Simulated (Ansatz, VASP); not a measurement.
## One calculation of Sn3Se2S, two programs

INCAR

```
SYSTEM = Sn3Se2S
PREC = Accurate
ENCUT = 520
EDIFF = 1E-7
ISMEAR = 0
SIGMA = 0.1
LREAL = .FALSE.
LASPH = .TRUE.
NELM = 100
ALGO = Normal
ISIF = 2
LWAVE = .FALSE.
LCHARG = .FALSE.
GGA = PE
NBANDS = 39
```

Contents of KPOINTS:

```
Automatic mesh
0
G
  6 6 2
  0 0 0
```

POSCAR

```
Sn3Se2S
1.0
    4.2375480000      0.0000000000      0.0000000000
   -2.1187740000      3.6698242000      0.0000000000
    0.0000000000      0.0000000000     10.3723161000
Sn Se S
3 2 1
Direct
    0.0000000000      0.0000000000      0.0000000000
    0.3333333000      0.6666667000      0.6577310000
    0.6666667000      0.3333333000      0.3422690000
    0.6666667000      0.3333333000      0.8289100000
    0.3333333000      0.6666667000      0.1710900000
    0.0000000000      0.0000000000      0.5000000000
```

Input for Ansatz:

```yaml
crystal:
  lattice:
    - [4.237548, 0.0, 0.0]
    - [-2.118774, 3.6698242, 0.0]
    - [0.0, 0.0, 10.3723161]
  atoms:
    - { symbol: Sn, position: [0.0, 0.0, 0.0] }
    - { symbol: Sn, position: [0.3333333, 0.6666667, 0.657731] }
    - { symbol: Sn, position: [0.6666667, 0.3333333, 0.342269] }
    - { symbol: Se, position: [0.6666667, 0.3333333, 0.82891] }
    - { symbol: Se, position: [0.3333333, 0.6666667, 0.17109] }
    - { symbol: S, position: [0.0, 0.0, 0.5] }
basis:
  ecutwfc: 420
kpoints:
  mp_grid: { grid: [6, 6, 2] }
hamiltonian:
  xc: pbe
scf:
  occupations: { method: gaussian, width: 0.1 }
  lower_state_search: "off"
output:
  forces: true
  stress: true
  eigenvalues: true
```

Alike in both runs: task single point; functional PBE; k mesh 6 × 6 × 2; occupations gaussian, width 0.1 eV; no spin polarisation.

```csv
,VASP,Ansatz
version,VASP 6.6.1,Ansatz 0.2.0
potentials or method,"VASP PAW PBE potentials, release 64 (Sn_d, Se, S), cutoff 520 eV","scalar-relativistic, plane waves, PAW"
valence electrons in the cell,60,80
```

VASP gave:

```
gap on the k mesh at the Fermi level (eV) : 0.49
least direct gap on the mesh (eV)         : 0.49
pressure (GPa)                            : -0.4
rms of the force components (eV/Å)        : 0.006
```

**Question.** What did Ansatz give for the same quantities?

**Answer.** gap on the k mesh at the Fermi level (eV): 0.49; least direct gap on the mesh (eV): 0.49; pressure (GPa): -0.3; rms of the force components (eV/Å): 0.006.

Atom by atom the forces differ by 0.000 eV/Å (rms over components). With one functional, cell and mesh, what is left measures potentials, basis and numerics. VASP's potentials hold 60 valence electrons a cell and Ansatz's 80, so a difference there can come from the potentials and not from the codes.
